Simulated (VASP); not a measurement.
Write the native input for VASP 6.6.1 that does the following.

```yaml
Task: single point
Functional: r2SCAN
Potentials_or_basis: VASP PAW PBE potentials, release 64 (Al, Fe, H)
Cutoff: 520 eV
k_mesh: 10 × 10 × 10
Occupations: gaussian, width 0.1 eV
Spin: collinear spin, ferromagnetic start
Starting_moments: "[0.0, 4.0, 4.0, 4.0, 0.0] μB"
Dipole_correction: no
Further_INCAR_settings: ALGO = Normal; EDIFF = 1e-06; NBANDS = 26
```

Crystal: AlFe3H.

```
CELL_PARAMETERS angstrom
3.69955 0.00000 0.00000
0.00000 3.69955 0.00000
0.00000 0.00000 3.69955
ATOMIC_POSITIONS crystal
Al 0.50000 0.50000 0.50000
Fe 0.50000 0.00000 0.00000
Fe 0.00000 0.50000 0.00000
Fe 0.00000 0.00000 0.50000
H 0.00000 0.00000 0.00000
```

These files were run (other wordings do the same):

POSCAR

```
AlFe3H
1.0
    3.6995535300      0.0000000000      0.0000000000
    0.0000000000      3.6995535300      0.0000000000
    0.0000000000      0.0000000000      3.6995535300
Al Fe H
1 3 1
Direct
    0.5000000000      0.5000000000      0.5000000000
    0.5000000000      0.0000000000      0.0000000000
    0.0000000000      0.5000000000      0.0000000000
    0.0000000000      0.0000000000      0.5000000000
    0.0000000000      0.0000000000      0.0000000000
```

INCAR.step1

```
PREC     = Accurate       # precision mode
ENCUT    = 520            # plane-wave cutoff, eV
ISMEAR   = 0              # smearing method
SIGMA    = 0.1            # smearing width, eV
LREAL    = F              # projectors in reciprocal space
LASPH    = T              # aspherical terms in the spheres
NELM     = 150            # most SCF steps
ISPIN    = 2              # spin polarisation
MAGMOM   = 0 4 4 4 0      # initial moments
LMAXMIX  = 4              # l up to which the mixer works
NBANDS   = 26             # bands
GGA      = PE             # functional
ALGO     = Normal         # electronic algorithm
EDIFF    = 1E-4           # SCF threshold, eV
LWAVE    = T              # write WAVECAR
LCHARG   = F              # write CHGCAR
```

INCAR.step2

```
PREC     = Accurate       # precision mode
ENCUT    = 520            # plane-wave cutoff, eV
EDIFF    = 1E-6           # SCF threshold, eV
ISMEAR   = 0              # smearing method
SIGMA    = 0.1            # smearing width, eV
LREAL    = F              # projectors in reciprocal space
LASPH    = T              # aspherical terms in the spheres
NELM     = 150            # most SCF steps
ALGO     = Normal         # electronic algorithm
ISIF     = 2              # what is computed and relaxed
LWAVE    = F              # write WAVECAR
LCHARG   = F              # write CHGCAR
ISPIN    = 2              # spin polarisation
MAGMOM   = 0 4 4 4 0      # initial moments
LORBIT   = 11             # projections on sites
LMAXMIX  = 4              # l up to which the mixer works
METAGGA  = R2SCAN         # meta-GGA
LMIXTAU  = T            
NBANDS   = 26             # bands
ISTART   = 1
```

KPOINTS

```
regular mesh
0
Gamma
  10 10 10
```

Potentials or basis: VASP PAW PBE potentials, release 64 (Al, Fe, H).

The run is started by

```bash
$ cat potpaw_PBE.64/Al/POTCAR potpaw_PBE.64/Fe/POTCAR potpaw_PBE.64/H/POTCAR > POTCAR
$ cp INCAR.step1 INCAR
$ mpirun -np 1 vasp_std > vasp.out
$ cp INCAR.step2 INCAR
$ mpirun -np 1 vasp_std > vasp.out
```

Results of the run:

```yaml
Pressure: 0.7 GPa
Net_moment: 7.37 μB per cell
Site_moments: Al -0.10; Fe +2.58; H -0.03 μB
Valence_electrons_inside_the_program's_atomic_spheres: Al 0.85; Fe 7.25; H 0.57
```

Caveat: the PAW data sets were made with another functional, which shifts forces and pressure a little.

Wall time 11 min on 1 thread of Intel Xeon 8259CL (shared host), peak memory 0.26 GiB.
